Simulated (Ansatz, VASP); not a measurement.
## Sn in VASP and in Ansatz

```
Sn
1.0
    -1.90289    1.71059    1.94948
     1.90283   -1.71061    1.94945
     3.92988    3.54536   -0.00009
Sn
2
Direct
  0.99994 0.00029 0.99999
  0.50006 0.49971 0.50001
```

Alike in both runs: functional PBEsol; k mesh 12 × 12 × 6; occupations gaussian, width 0.15 eV; no spin polarisation.

Ansatz relaxed the structure, and its values are those at the end. VASP's run is a single point on that final structure, the one shown.

|  | VASP | Ansatz |
| --- | --- | --- |
| version | VASP 6.6.1 | Ansatz 0.2.0 |
| potentials or method | VASP PAW PBE potentials, release 64 (Sn_d), cutoff 520 eV | scalar-relativistic, plane waves, PAW |
| valence electrons in the cell | 28 | 28 |

```tsv
	VASP	Ansatz	Ansatz less VASP
gap on the k mesh at the Fermi level (eV)	none	none	-
pressure (GPa)	0.0	0.0	+0.06
```

VASP's potentials were made for PBE, not for PBEsol. A gap of «none» marks a metal or a gap that the smearing closes. The functional is the same, so the differences come from potentials, cutoffs and numerics.
